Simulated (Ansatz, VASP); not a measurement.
**ZnO in VASP and in Ansatz**

POSCAR

```
ZnO
1.0
    2.6461709590      0.0000000000      0.0000000000
    0.0000000000      2.6461709590      0.0000000000
    0.0000000000      0.0000000000      2.6461709590
Zn O
1 1
Direct
    0.0000000000      0.0000000000      0.0000000000
    0.5000000000      0.5000000000      0.5000000000
```

The input INCAR.step1:

```
PREC     = Accurate       # precision mode
ENCUT    = 520            # plane-wave cutoff, eV
EDIFF    = 1E-5           # SCF threshold, eV
ISMEAR   = -1             # smearing method
SIGMA    = 0.02           # smearing width, eV
LREAL    = False          # projectors in reciprocal space
LASPH    = True           # aspherical terms in the spheres
NELM     = 80             # most SCF steps
ALGO     = Normal         # electronic algorithm
ISIF     = 2              # what is computed and relaxed
LWAVE    = True           # write WAVECAR
LCHARG   = False          # write CHGCAR
NBANDS   = 16             # bands
GGA      = PE             # functional
```

The input INCAR.step2:

```
PREC     = Accurate       # precision mode
ENCUT    = 520            # plane-wave cutoff, eV
EDIFF    = 1E-6           # SCF threshold, eV
ISMEAR   = -1             # smearing method
SIGMA    = 0.02           # smearing width, eV
LREAL    = False          # projectors in reciprocal space
LASPH    = True           # aspherical terms in the spheres
NELM     = 80             # most SCF steps
ALGO     = Normal         # electronic algorithm
ISIF     = 2              # what is computed and relaxed
LWAVE    = False          # write WAVECAR
LCHARG   = False          # write CHGCAR
GGA      = PE             # functional
LHFCALC  = True           # exact exchange
HFSCREEN = 0.2079         # screening, 1/A
PRECFOCK = Normal       
NBANDS   = 16             # bands
ISTART   = 1
```

File KPOINTS:

```
Automatic mesh
0
Gamma
  4 4 4
```

Input for Ansatz:

```yaml
crystal:
  lattice:
    - [2.646170959, 0.0, 0.0]
    - [0.0, 2.646170959, 0.0]
    - [0.0, 0.0, 2.646170959]
  atoms:
    - { symbol: Zn, position: [0.0, 0.0, 0.0] }
    - { symbol: O, position: [0.5, 0.5, 0.5] }
kpoints:
  mp_grid: { grid: [4, 4, 4] }
hamiltonian:
  xc: hse06
scf:
  occupations: { method: fermi_dirac, width: 0.02 }
  n_extra_bands: 4
output:
  forces: true
  stress: true
  eigenvalues: true
```

Alike in both runs: task single point; functional HSE06; k mesh 4 × 4 × 4; occupations fermi-dirac, width 0.02 eV; no spin polarisation.

|  | VASP | Ansatz |
| --- | --- | --- |
| version | VASP 6.6.1 | Ansatz 0.2.0 |
| potentials or method | VASP PAW PBE potentials, release 64 (Zn, O) | plane waves, PAW |
| plane-wave cutoff (eV) | 520 | 420 |
| valence electrons in the cell | 18 | 18 |

Ansatz gave:

- gap on the k mesh at the Fermi level (eV): 0.88
- pressure (GPa): 0.0

**Question.** Which values does VASP return?

**Answer.** gap on the k mesh at the Fermi level (eV): 0.85; pressure (GPa): 1.0.

Ansatz's warnings: stress exchange threshold loose, stress scf threshold loose.

The k mesh is coarse, so the values compare programs but aren't converged.
